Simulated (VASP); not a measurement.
Write the native input for VASP 6.6.1 that does the following.

```yaml
Task: single point
Functional: PBEsol
Potentials_or_basis: VASP PAW PBE potentials, release 64 (K_sv, H, Au)
Cutoff: 520 eV
k_mesh: 6 × 6 × 2
Occupations: fermi-dirac, width 0.05 eV
Spin: no spin polarisation
Dipole_correction: no
Further_INCAR_settings: ALGO = Normal; EDIFF = 1e-07; NBANDS = 25
```

The structure of K2H3Au lies in POSCAR:

```
K2H3Au
1.0
    3.6436289216      0.0078393369     -0.0001202509
   -1.8177411428      3.5016408673      0.0021411107
    0.0003047653     -0.0043760414      8.1020890609
K H Au
2 3 1
Direct
    0.7101896738      0.3878282500      0.8045191696
    0.7102255862      0.3878373172      0.1926572724
   -0.0885691119     -0.2052723182      0.4985853988
    0.0131188878     -0.0094016800     -0.0014087525
    0.4075238460      0.7856816306      0.9985922100
    0.4043600683      0.7805388725      0.4985968989
```

One way to write it, as run:

INCAR

```
SYSTEM = K2H3Au
ALGO     = Normal         ! electronic algorithm
EDIFF    = 1E-7           ! SCF threshold, eV
ENCUT    = 520            ! plane-wave cutoff, eV
GGA      = PS             ! functional
ISIF     = 2              ! what is computed and relaxed
ISMEAR   = -1             ! smearing method
LASPH    = .TRUE.         ! aspherical terms in the spheres
LCHARG   = .TRUE.         ! write CHGCAR
LELF     = .TRUE.         ! ELF
LREAL    = .FALSE.        ! projectors in reciprocal space
LVHAR    = .TRUE.       
LWAVE    = .FALSE.        ! write WAVECAR
NBANDS   = 25             ! bands
NELM     = 60             ! most SCF steps
PREC     = Accurate       ! precision mode
SIGMA    = 0.05           ! smearing width, eV
```

KPOINTS

```
k-points
0
G
  6 6 2
  0 0 0
```

Potentials or basis: VASP PAW PBE potentials, release 64 (K_sv, H, Au).

The run is started by

```console
$ cat potpaw_PBE.64/K_sv/POTCAR potpaw_PBE.64/H/POTCAR potpaw_PBE.64/Au/POTCAR > POTCAR
$ mpirun -np 1 vasp_std > vasp.out
```

Results of the run:

```
Pressure               : 0.0 GPa
Largest force          : 0.005 eV/Å
Band gap on the k mesh : zero (bands 16 and 17 overlap by 3.07 eV)
```

Caveat: the k points lie up to 0.39 Å⁻¹ apart, too coarse for converged energies and pressures of a metal; the PAW data sets were made with another functional, which shifts forces and pressure a little; spin-orbit coupling is left out, which moves the levels of the heavy elements.

It took 93 s on 1 thread of Intel(R) Xeon(R) Platinum 8259CL CPU @ 2.50GHz (Skylake/Cascade Lake) (shared host), peak memory 0.27 GiB.
